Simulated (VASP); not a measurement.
# TaN (P6_3mc) in VASP: notebook, part 3 of 3

VASP 6.6.1. Earlier steps stand in the parts before.

### 7 Single point, PBEsol (strain +0.015 along x and y, +0.030 along z)

Input file INCAR:

```
PREC     = Accurate       # precision mode
ENCUT    = 520            # plane-wave cutoff, eV
EDIFF    = 1E-6           # SCF threshold, eV
ISMEAR   = 0              # smearing method
SIGMA    = 0.15           # smearing width, eV
LREAL    = F              # projectors in reciprocal space
LASPH    = T              # aspherical terms in the spheres
NELM     = 100            # most SCF steps
ALGO     = Normal         # electronic algorithm
ISIF     = 2              # what is computed and relaxed
LWAVE    = F              # write WAVECAR
LCHARG   = T              # write CHGCAR
GGA      = PS             # functional
LELF     = T              # ELF
LVHAR    = T            
NBANDS   = 24             # bands
```

Input file KPOINTS:

```
regular mesh
0
Gamma
  18 18 10
```

Input file POSCAR:

```
TaN
1.0
    3.0957511069      0.0000000000      0.0000000000
   -1.5478755535      2.6809991023      0.0000000000
    0.0000000000      0.0000000000      5.0882000000
Ta N
2 2
Direct
    0.3333333333      0.6666666667      0.0000000000
    0.6666666667      0.3333333333      0.5000000000
    0.3333333333      0.6666666667      0.3850000000
    0.6666666667      0.3333333333      0.8850000000
```

Potentials or basis: VASP PAW PBE potentials, release 64 (Ta_pv, N).

Run with:

```bash
$ cat potpaw_PBE.64/Ta_pv/POTCAR potpaw_PBE.64/N/POTCAR > POTCAR
$ mpirun -np 1 vasp_std > vasp.out
```

OUTCAR:

```text
PREC = Accurate
   ENCUT = 520
   EDIFF = 1E-6
   ISMEAR = 0
   LREAL = F
   LASPH = T
   NELM = 100
   ISIF = 2
   GGA = PS

 ion  position               nearest neighbor table
   1  0.333  0.667  0.000-   4 1.88   4 1.88   4 1.88   3 1.96   2 3.11   2 3.11   2 3.11   2 3.11
                             2 3.11   2 3.11
   2  0.667  0.333  0.500-   3 1.88   3 1.88   3 1.88   4 1.96   1 3.11   1 3.11   1 3.11   1 3.11
                             1 3.11   1 3.11
   3  0.333  0.667  0.385-   2 1.88   2 1.88   2 1.88   1 1.96
   4  0.667  0.333  0.885-   1 1.88   1 1.88   1 1.88   2 1.96

  LATTYP: Found a hexagonal cell.
 ALAT       =     3.0957511069
 C/A-ratio  =     1.6436075848

  Lattice vectors:

 A1 = (   3.0957511069,   0.0000000000,   0.0000000000)
 A2 = (  -1.5478755535,   2.6809991023,   0.0000000000)
 A3 = (   0.0000000000,   0.0000000000,   5.0882000000)

Analysis of symmetry for initial positions (statically):
=====================================================================
 Subroutine PRICEL returns:
 Original cell was already a primitive cell.

 Routine SETGRP: Setting up the symmetry group for a
 hexagonal supercell.

 Subroutine GETGRP returns: Found 12 space group operations
 (whereof  6 operations were pure point group operations)
 out of a pool of 24 trial point group operations.

The static configuration has the point symmetry C_3v.
 The point group associated with its full space group is C_6v.

Analysis of symmetry for dynamics (positions and initial velocities):
=====================================================================
 Subroutine PRICEL returns:
 Original cell was already a primitive cell.

 Routine SETGRP: Setting up the symmetry group for a
 hexagonal supercell.

 Subroutine GETGRP returns: Found 12 space group operations
 (whereof  6 operations were pure point group operations)
 out of a pool of 24 trial point group operations.

The dynamic configuration has the point symmetry C_3v.
 The point group associated with its full space group is C_6v.

 Subroutine INISYM returns: Found 12 space group operations
 (whereof  6 operations are pure point group operations),
 and found     1 'primitive' translations

----------------------------------------------------------------------------------------

                                     Primitive cell

  volume of cell :      42.2306

  direct lattice vectors                    reciprocal lattice vectors
     3.095751107  0.000000000  0.000000000     0.323023384  0.186497638  0.000000000
    -1.547875553  2.680999102  0.000000000     0.000000000  0.372995276  0.000000000
     0.000000000  0.000000000  5.088200000     0.000000000  0.000000000  0.196533155

  length of vectors
     3.095751107  3.095751107  5.088200000     0.372995276  0.372995276  0.196533155

  position of ions in fractional coordinates (direct lattice)
     0.333333333  0.666666667  0.000000000
     0.666666667  0.333333333  0.500000000
     0.333333333  0.666666667  0.385000000
     0.666666667  0.333333333  0.885000000

  ion indices of the primitive-cell ions
   primitive index   ion index
                 1           1
                 2           2
                 3           3
                 4           4

----------------------------------------------------------------------------------------

 KPOINTS: regular mesh

Automatic generation of k-mesh.
 Grid dimensions read from file:
 generate k-points for:   18   18   10

 Generating k-lattice:

  Cartesian coordinates                     Fractional coordinates (reciprocal lattice)
     0.017945744  0.010360980  0.000000000     0.055555556  0.000000000  0.000000000
     0.000000000  0.020721960  0.000000000     0.000000000  0.055555556  0.000000000
     0.000000000  0.000000000  0.019653316     0.000000000  0.000000000  0.100000000

  Length of vectors
     0.020721960  0.020721960  0.019653316

  Shift w.r.t. Gamma in fractional coordinates (k-lattice)
     0.000000000  0.000000000  0.000000000

 Subroutine IBZKPT returns following result:
 ===========================================

 Found    222 irreducible k-points:

 Following reciprocal coordinates:
            Coordinates               Weight
  0.000000  0.000000  0.000000      1.000000
  0.055556  0.000000  0.000000      6.000000
  0.111111  0.000000  0.000000      6.000000
  0.166667  0.000000  0.000000      6.000000
  0.222222  0.000000  0.000000      6.000000
  0.277778  0.000000  0.000000      6.000000
[... 16 lines left out ...]
  0.333333  0.111111  0.000000     12.000000
  0.388889  0.111111  0.000000     12.000000
 [... further k-points ...]
   k-points           NKPTS =    222   k-points in BZ     NKDIM =    222   number of bands    NBANDS=     24
   number of dos      NEDOS =    301   number of ions     NIONS =      4
   total plane-waves  NPLWV =  23040
   dimension x,y,z NGX =    24 NGY =   24 NGZ =   40
   dimension x,y,z NGXF=    48 NGYF=   48 NGZF=   80
   ions per type =               2   2
   NGX,Y,Z   is equivalent  to a cutoff of  12.89, 12.89, 13.07 a.u.
   NGXF,Y,Z  is equivalent  to a cutoff of  25.78, 25.78, 26.14 a.u.
 SYSTEM =  unknown system
   PREC   = accura    normal or accurate (medium, high low for compatibility)
   ISTART =      0    job   : 0-new  1-cont  2-samecut
   ICHARG =      2    charge: 1-file 2-atom 10-const
   ISPIN  =      1    spin polarized calculation?
   LNONCOLLINEAR =      F non collinear calculations
   LSORBIT =      F    spin-orbit coupling
   LASPH  =      T    aspherical Exc in radial PAW
   ENCUT  =  520.0 eV  38.22 Ry    6.18 a.u.   5.76  5.76  9.46*2*pi/ulx,y,z
   NELM   =    100;   NELMIN=  2; NELMDL= -5     # of ELM steps
   EDIFF  = 0.1E-05   stopping-criterion for ELM
   LREAL  =      F    real-space projection
   EDIFFG = 0.1E-04   stopping-criterion for IOM
   NSW    =      0    number of steps for IOM
   IBRION =     -1    ionic relax: 0-MD 1-quasi-New 2-CG
   NFREE  =      0    steps in history (QN), initial steepest desc. (CG)
   ISIF   =      2    stress and relaxation
   ISYM   =      2    0-nonsym 1-usesym 2-fastsym
   POTIM  = 0.5000    time-step for ionic-motion
   TEBEG  =    0.0;   TEEND  =   0.0 temperature during run
   PSTRESS=    0.0 pullay stress
   NELECT =      32.0000    total number of electrons
   NUPDOWN=      -1.0000    fix difference up-down
   EMIN   =  10.00;   EMAX   =-10.00  energy-range for DOS
   EFERMI =   0.00;   METHOD = LEGACY
   ISMEAR =     0;   SIGMA  =   0.15  broadening in eV -4-tet -1-fermi 0-gaus
   EFERMI_NEDOS =   21; number of points for ismear=-14 and -15
   IALGO  =     38    algorithm
   IMIX   =      4    mixing-type and parameters
     AMIX     =   0.40;   BMIX     =  1.00
     AMIX_MAG =   1.60;   BMIX_MAG =  1.00
  volume/ion in A,a.u.               =      10.56        71.25
  Fermi-wavevector in a.u.,A,eV,Ry     =   1.492505  2.820426 30.307955  2.227572
  Thomas-Fermi vector in A             =   2.605025
   LORBIT       =      0    0 simple, 1 ext, 2 COOP (PROOUT), +10 PAW based schemes
   GGA     = PS    functional components
   LHFCALC =     F    Hartree Fock is set to
   AEXX    =    0.0000 exact exchange contribution
   IVDW    =     0    specifies the selected vdW correction
   LEPSILON=     F    determine dielectric tensor
   LRPA    =     F    only Hartree local field effects (RPA)
 non-spin polarized calculation
 Gauss-broadening in eV      SIGMA  =   0.15
  energy-cutoff  :      520.00
  volume of cell :       42.23
 maximum number of plane-waves:      1170
 NGX is ok and might be reduce to    24
   NGX = 11   NGY = 11   NGZ = 19

 number of electron      31.9999999 magnetization

 Free energy of the ion-electron system (eV)
  ---------------------------------------------------
  ext. energy  EPLUGINS =         0.00000000
  ---------------------------------------------------
  free energy    TOTEN  =       -42.43230141 eV

  energy without entropy =      -42.41434102  energy(sigma->0) =      -42.42332122

 E-fermi :   8.9155     XC(G=0): -13.3712

 val. band max:        8.9084286692   @ k =   0.3889   0.1111   0.0000
 cond. band min:       8.9246321478   @ k =   0.1667   0.1111   0.5000
 fundamental gap:      0.0162034786
 Fermi energy:         8.9155027173

 k-point     1 :       0.0000    0.0000    0.0000
  band No.  band energies     occupation
      1     -26.9481      2.00000
      2     -26.0708      2.00000
      3     -26.0708      2.00000
      4     -25.9264      2.00000
      5     -25.9264      2.00000
      6     -25.8811      2.00000
[... 637 lines left out ...]
     23      14.8164      0.00000
     24      15.8265      0.00000

 [... further k-points ...]
[... 5 lines left out ...]
  --------------------------------------------------------------------------------------
  -------------------------------------------------------------------------------------
  Total       26.3466167     26.3466167     19.5012366     -0.0000000      0.0000000      0.0000000
  in kB      999.5592841    999.5592841    739.8537098     -0.0000000      0.0000000      0.0000000
  external PRESSURE =     912.9907593 kB  Pullay stress =       0.0000000 kB

 VOLUME and BASIS-vectors are now :
 -----------------------------------------------------------------------------
  energy-cutoff  :      520.00
  volume of cell :       42.23
      direct lattice vectors                 reciprocal lattice vectors
     3.095751107  0.000000000  0.000000000     0.323023384  0.186497638  0.000000000
    -1.547875553  2.680999102  0.000000000     0.000000000  0.372995276  0.000000000
     0.000000000  0.000000000  5.088200000     0.000000000  0.000000000  0.196533155

 POSITION                                       TOTAL-FORCE (eV/Angst)
 -----------------------------------------------------------------------------------
     -0.00000      1.78733      0.00000         0.000000      0.000000      2.782924
      1.54788      0.89367      2.54410        -0.000000      0.000000      2.782924
     -0.00000      1.78733      1.95896        -0.000000      0.000000     -2.782924
      1.54788      0.89367      4.50306         0.000000     -0.000000     -2.782924
 -----------------------------------------------------------------------------------
    total drift:                               -0.000000      0.000000     -0.000245

  FREE ENERGIE OF THE ION-ELECTRON SYSTEM (eV)
  ---------------------------------------------------
  free  energy   TOTEN  =       -42.4323014111 eV

  energy  without entropy=      -42.4143410233  energy(sigma->0) =      -42.42332122
```

Run time: 1.7 min. Hardware: 1 thread of AMD EPYC 9R45 (Zen 5), shared host; peak memory 0.28 GiB.

Results:

| Property | Result |
| --- | --- |
| Free energy | -42.4323 eV |
| Pressure | 91.3 GPa |
| Largest force | 2.783 eV/Å |
| Band gap on the k mesh | zero (band 16 reaches 10.07 eV, above the bottom of band 17 at 7.38 eV) |

Forces in eV/Å, atoms in the order of the input:
```
Ta   0.000  0.000  2.783
Ta   0.000  0.000  2.783
N    0.000  0.000 -2.783
N    0.000  0.000 -2.783
```

Stress tensor (GPa, compression positive):
```
99.96  0.00  0.00
 0.00 99.96  0.00
 0.00  0.00 73.99
```

Caveat: the cell differs from its parent crystal (strain +0.015 along x and y, +0.030 along z); the PAW data sets were made with another functional, which shifts forces and pressure a little; spin-orbit coupling is left out, which moves the levels of the heavy elements.

### 8 Overview

| cell | gap on the mesh (eV) | pressure (GPa) | largest force (eV/Å) |
| --- | --- | --- | --- |
| a = 3.096, b = 3.096, c = 4.792 Å, angles 90.0, 90.0, 120.0°, 4 atoms | none | 128.1 | 0.15 |
| a = 3.050, b = 3.050, c = 5.088 Å, angles 90.0, 90.0, 120.0°, 4 atoms | none | 111.1 | 3.61 |
| a = 3.142, b = 3.142, c = 4.792 Å, angles 90.0, 90.0, 120.0°, 4 atoms | none | 107.8 | 0.86 |
| a = 3.096, b = 3.096, c = 4.940 Å, angles 90.0, 90.0, 120.0°, 4 atoms | none | 108.1 | 1.53 |
| a = 3.142, b = 3.142, c = 4.940 Å, angles 90.0, 90.0, 120.0°, 4 atoms | none | 89.3 | 0.82 |
| a = 3.096, b = 3.096, c = 5.088 Å, angles 90.0, 90.0, 120.0°, 4 atoms | none | 91.3 | 2.78 |

Alike in all rows: task single point; level PBEsol; potentials or basis VASP PAW PBE potentials, release 64 (Ta_pv, N); no spin polarisation; k mesh 18 × 18 × 10; cutoff (eV) 520; smearing gaussian 0.15 eV.

Caveats: the PAW data sets were made with another functional, which shifts forces and pressure a little; spin-orbit coupling is left out, which moves the levels of the heavy elements.

Absolute energies hang on the potentials; compare differences alone.
